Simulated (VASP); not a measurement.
Here is a VASP 6.6.1 calculation.

The input POSCAR:

```
GaGe
1.0
    0.0000000000      2.8622555899      2.8622555899
    2.8622555899      0.0000000000      2.8622555899
    2.8622555899      2.8622555899      0.0000000000
Ge Ga
1 1
Direct
    0.0000000000      0.0000000000      0.0000000000
    0.2500000000      0.2500000000      0.2500000000
```

The input INCAR.step1:

```
SYSTEM = GaGe
ALGO = Normal
EDIFF = 1E-5
ENCUT = 520
GGA = PE
ISIF = 2
ISMEAR = -1
LASPH = .True.
LCHARG = .False.
LREAL = .False.
LWAVE = .True.
NBANDS = 20
NELM = 80
PREC = Accurate
SIGMA = 0.05
```

The input INCAR.step2:

```
SYSTEM = GaGe
AEXX = 0.25
ALGO = Normal
EDIFF = 1E-6
ENCUT = 520
GGA = PE
ISIF = 2
ISMEAR = -1
ISTART = 1
LASPH = .True.
LCHARG = .False.
LHFCALC = .True.
LREAL = .False.
LWAVE = .False.
NBANDS = 20
NELM = 80
PREC = Accurate
PRECFOCK = Normal
SIGMA = 0.05
```

File KPOINTS:

```
k-points
0
Gamma
  4 4 4
  0 0 0
```

Potentials or basis: VASP PAW PBE potentials, release 64 (Ge_d, Ga_d).

Run with:

```bash
$ cat potpaw_PBE.64/Ge_d/POTCAR potpaw_PBE.64/Ga_d/POTCAR > POTCAR
$ cp INCAR.step1 INCAR
$ mpirun -np 1 vasp_std > vasp.out
$ cp INCAR.step2 INCAR
$ mpirun -np 1 vasp_std > vasp.out
```

Q: Predict the pressure.

A: 0.1 GPa.

Caveat: the k points lie up to 0.48 Å⁻¹ apart; the PAW data sets were made with another functional, which shifts forces and pressure a little.
